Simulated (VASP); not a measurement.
# NaI: single point with PBE

Crystal: NaI.

```
Na I
1.0
     0.00000    3.23640    3.23640
     3.23640    0.00000    3.23640
     3.23640    3.23640    0.00000
Na I
1 1
Direct
  0.00000 0.00000 0.00000
  0.51159 0.51159 0.48841
```

This cell differs from its parent crystal: all I atoms moved +0.075 Å, as atom 2 along Cartesian [0 0 1].

```json
{
  "Program": "VASP 6.6.1",
  "Task": "single point",
  "Functional": "PBE",
  "Potentials or basis": "VASP PAW PBE potentials, release 64 (Na_pv, I)",
  "Cutoff": "520 eV",
  "k mesh": "6 × 6 × 6",
  "Occupations": "gaussian, width 0.05 eV",
  "Spin": "no spin polarisation"
}
```

| Property | Result |
| --- | --- |
| Pressure | 0.5 GPa |
| Largest force | 0.069 eV/Å |
| Band gap on the k mesh | 3.64 eV |

Forces on the atoms (eV/Å):
```
Na   0.000  0.000  0.069
I    0.000  0.000 -0.069
```

Stress tensor (GPa, compression positive):
```
0.44 0.00 0.00
0.00 0.44 0.00
0.00 0.00 0.54
```

Levels at points of the mesh, in eV from the valence-band top:
```tsv
k point	band 5	band 6	band 7	band 8	band 9	band 10
(0.00, 0.00, 0.00)	0.00	0.00	0.00	3.64	7.93	7.93
(0.50, 0.00, 0.00)	-2.18	-0.28	-0.28	5.09	7.44	7.45
(0.50, 0.50, 0.00)	-1.90	-0.74	-0.74	4.50	5.56	9.87
(0.00, 0.50, 0.50)	-1.90	-0.74	-0.74	4.50	5.55	9.87
```

Run time: 33 s on 1 thread of Intel Xeon 8259CL, with other jobs on the host, peak memory 0.21 GiB.

Caveat: the cell differs from its parent crystal (all I atoms moved +0.075 Å, as atom 2 along Cartesian [0 0 1]); spin-orbit coupling is left out, which moves the levels of the heavy elements.
